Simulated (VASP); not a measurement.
Input of a VASP 6.6.1 run:

INCAR

```
PREC = Accurate
ENCUT = 520
EDIFF = 1E-7
ISMEAR = -1
SIGMA = 0.1
LREAL = F
LASPH = T
NELM = 60
ALGO = Normal
ISIF = 2
LWAVE = F
LCHARG = F
GGA = PE
NBANDS = 11
```

Contents of KPOINTS:

```
Automatic mesh
0
Gamma
  15 15 15
```

The input POSCAR:

```
AlN
1.0
    2.5053991744      0.0000000000      0.0000000000
    0.0000000000      2.5053991744      0.0000000000
    0.0000000000      0.0000000000      2.5053991744
Al N
1 1
Direct
    0.0000000000      0.0000000000      0.0000000000
    0.5000000000      0.5000000000      0.5000000000
```

Potentials or basis: VASP PAW PBE potentials, release 64 (Al, N).

Run with:

```bash
$ cat potpaw_PBE.64/Al/POTCAR potpaw_PBE.64/N/POTCAR > POTCAR
$ mpirun -np 1 vasp_std > vasp.out
```

Task: Estimate the pressure.

Result: 31.6 GPa.

Task: Estimate the band gap on the k mesh.

Result: Zero (band 4 reaches 12.82 eV, above the bottom of band 5 at 11.88 eV).
